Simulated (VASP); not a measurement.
Runs of VASP 6.6.1 on BiC2. The structure is that of space group P6/mmm (No. 191), or close to it. The cells are those of the table. 

```tsv
task	cell	k mesh	cutoff (eV)	gap on the mesh (eV)	pressure (GPa)	relaxed volume (Å³/atom)
relaxation of cell and atoms	relaxed from a = 2.791, b = 2.791, c = 8.849 Å, angles 90.0, 90.0, 120.0°, 3 atoms	18 × 18 × 6	600	none	-0.1	19.90
relaxation of cell and atoms	relaxed from a = 3.584, b = 3.584, c = 3.870 Å, angles 90.0, 90.0, 120.0°, 3 atoms	6 × 6 × 4	600	none	0.1	(a)
relaxation of cell and atoms	relaxed from a = 2.779, b = 2.779, c = 7.387 Å, angles 90.0, 90.0, 120.0°, 3 atoms	18 × 18 × 6	600	none	0.0	19.37
single point	a = 2.791, b = 2.791, c = 8.849 Å, angles 90.0, 90.0, 120.0°, 3 atoms	18 × 18 × 6	520	none	0.0	-
single point	a = 3.584, b = 3.584, c = 3.870 Å, angles 90.0, 90.0, 120.0°, 3 atoms	6 × 6 × 6	520	none	-4.0	-
single point	a = 2.779, b = 2.779, c = 7.387 Å, angles 90.0, 90.0, 120.0°, 3 atoms	6 × 6 × 4	520	none	0.0	-
```

Alike in all rows: level PBE; potentials or basis VASP PAW PBE potentials, release 64 (Bi_d, C); no spin polarisation; smearing gaussian 0.1 eV.

**Question.** Fill in the values left out.

**Answer.** (a) 14.16.

Caveats: some runs use coarse meshes; spin-orbit coupling is left out, which moves the levels of the heavy elements; this functional lacks dispersion, which binds layers or chains, so the pressure and a relaxed spacing across them are unreliable (at least some runs); a cell axis changed by over 15 % at a fixed basis, so the end point is rough (at least some runs); the volume moved by over 15 % at a fixed basis, so the end points are rough (at least some runs); the cell stands under tension (at least some runs).

A k mesh can miss the band edges, and the runs leave out spin-orbit coupling on Bi.

A gap of «none» marks levels without a gap at the run's occupations.
